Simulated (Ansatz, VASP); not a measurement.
## Two plane-wave programs on TlBr

```
CELL_PARAMETERS angstrom
3.21594 0.00000 0.00000
0.00000 3.21594 0.00000
0.00000 0.00000 3.21594
ATOMIC_POSITIONS crystal
Tl 0.00000 0.00000 0.00000
Br 0.50000 0.50000 0.50000
```

Change from the starting cell: volume scaled by 0.5, PAW files.

Alike in both runs: task single point; functional PBE; k mesh 12 × 12 × 12; occupations fermi-dirac, width 0.08 eV; no spin polarisation.

|  | VASP | Ansatz |
| --- | --- | --- |
| version | VASP 6.6.1 | Ansatz 0.2.0 |
| potentials or method | VASP PAW PBE potentials, release 64 (Tl_d, Br) | PAW with Ansatz's default frozen-core files, scalar-relativistic |
| plane-wave cutoff (eV) | 500 | 420 |
| valence electrons in the cell | 20 | 20 |

```csv
,VASP,Ansatz,Ansatz less VASP
pressure (GPa),76.5,76.5,-0.04
```

Both programs put the cell under a high pressure, so it lies far from rest at this level.

Neither program's run includes spin-orbit coupling. Noted on VASP's run: the cell as given lies far from equilibrium.
